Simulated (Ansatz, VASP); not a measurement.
## Fe: VASP beside Ansatz

```xyz
2
Lattice="2.3887 0.0000 0.0000 0.0000 2.3887 0.0000 0.0000 0.0000 3.6314" Properties=species:S:1:pos:R:3 pbc="T T T"
Fe    2.3887    2.3887    0.0000
Fe    1.1943    1.1943    1.8157
```

Alike in both runs: task single point; functional PBE; k mesh 15 × 15 × 10; occupations fermi-dirac, width 0.05 eV; collinear spin.

|  | VASP | Ansatz |
| --- | --- | --- |
| version | VASP 6.6.1 | Ansatz 0.2.0 |
| potentials or method | VASP PAW PBE potentials, release 64 (Fe), cutoff 520 eV | plane waves (420 eV) with PAW, scalar-relativistic |
| valence electrons in the cell | 16 | 32 |

VASP gave:

```
pressure (GPa)                                                : 8.5
traceless stress, the component that is largest in VASP (GPa) : -1.85
net moment per atom (μB)                                      : 0.00
size of the moment on the site where the two differ most (μB) : 1.45
```

What did Ansatz give for the same quantities?

Pressure (GPa): 9.0; traceless stress, the component that is largest in VASP (GPa): -2.35; net moment per atom (μB): 0.00; size of the moment on the site where the two differ most (μB): 1.40.

Site moments also hang on the region over which each program counts them. VASP's potentials hold 16 valence electrons a cell and Ansatz's 32, so a difference there can come from the potentials and not from the codes.
